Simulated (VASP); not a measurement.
Input of a VASP 6.6.1 run:

Contents of POSCAR:

```
CdS
1.0
    4.0788355077      0.0000000000      0.0000000000
   -2.0394177539      3.5323751675      0.0000000000
    0.0000000000      0.0000000000      6.6279610766
Cd S
2 2
Direct
    0.3333333333      0.6666666667     -0.0009655226
    0.6666666667      0.3333333333      0.4990344774
    0.3333333333      0.6666666667      0.3759655226
    0.6666666667      0.3333333333      0.8759655226
```

INCAR.step1

```
SYSTEM = CdS
PREC = Accurate
ENCUT = 520
ISMEAR = 0
SIGMA = 0.02
LREAL = .False.
LASPH = .True.
NELM = 100
NBANDS = 26
GGA = PE
ALGO = Normal
EDIFF = 1E-4
LWAVE = .True.
LCHARG = .False.
```

The input INCAR.step2:

```
SYSTEM = CdS
PREC = Accurate
ENCUT = 520
EDIFF = 1E-6
ISMEAR = 0
SIGMA = 0.02
LREAL = .False.
LASPH = .True.
NELM = 100
ALGO = Normal
ISIF = 2
LWAVE = .False.
LCHARG = .False.
METAGGA = R2SCAN
LMIXTAU = .True.
NBANDS = 26
ISTART = 1
```

The input KPOINTS:

```
regular mesh
0
Gamma
  9 9 4
  0 0 0
```

Potentials or basis: VASP PAW PBE potentials, release 64 (Cd, S).

Run with:

```console
$ cat potpaw_PBE.64/Cd/POTCAR potpaw_PBE.64/S/POTCAR > POTCAR
$ cp INCAR.step1 INCAR
$ mpirun -np 1 vasp_std > vasp.out
$ cp INCAR.step2 INCAR
$ mpirun -np 1 vasp_std > vasp.out
```

(1) Predict the pressure.

(2) Estimate the largest force.

(3) Predict the band gap on the k mesh.

Results:

(1) 4.7 GPa.

(2) 0.006 eV/Å.

(3) 1.78 eV.

Caveat: the cell stands under pressure; the PAW data sets were made with another functional, which shifts forces and pressure a little.
